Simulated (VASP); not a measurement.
A run of VASP 6.6.1 is set up as follows.

The input INCAR:

```
ALGO = Normal ; EDIFF = 1E-7
ENCUT = 520 ; GGA = PE
ISIF = 2 ; ISMEAR = -1
ISPIN = 2 ; LASPH = T
LCHARG = T ; LELF = T
LMAXMIX = 4 ; LORBIT = 11
LREAL = F ; LVHAR = T
LWAVE = F ; MAGMOM = 3 0
NBANDS = 18 ; NELM = 150
PREC = Accurate ; SIGMA = 0.05
```

File KPOINTS:

```
k-points
0
Gamma
  10 10 10
```

The input POSCAR:

```
FeO
1.0
    0.0000000000      2.4285985299      2.4285985299
    2.4285985299      0.0000000000      2.4285985299
    2.4285985299      2.4285985299      0.0000000000
Fe O
1 1
Direct
    0.0000000000      0.0000000000      0.0000000000
    0.2500000000      0.2500000000      0.2500000000
```

Potentials or basis: VASP PAW PBE potentials, release 64 (Fe, O).

Command:

```console
$ cat potpaw_PBE.64/Fe/POTCAR potpaw_PBE.64/O/POTCAR > POTCAR
$ mpirun -np 1 vasp_std > vasp.out
```

**Question.** Predict the site moments.

**Answer.** Fe +3.63; O +0.28 μB.

**Question.** Predict the net moment.

**Answer.** 4.03 μB per cell.

**Question.** What does it give for the pressure?

**Answer.** -16.3 GPa.

Caveat: a cell with one magnetic atom can't hold antiferromagnetic order, which such compounds often take.
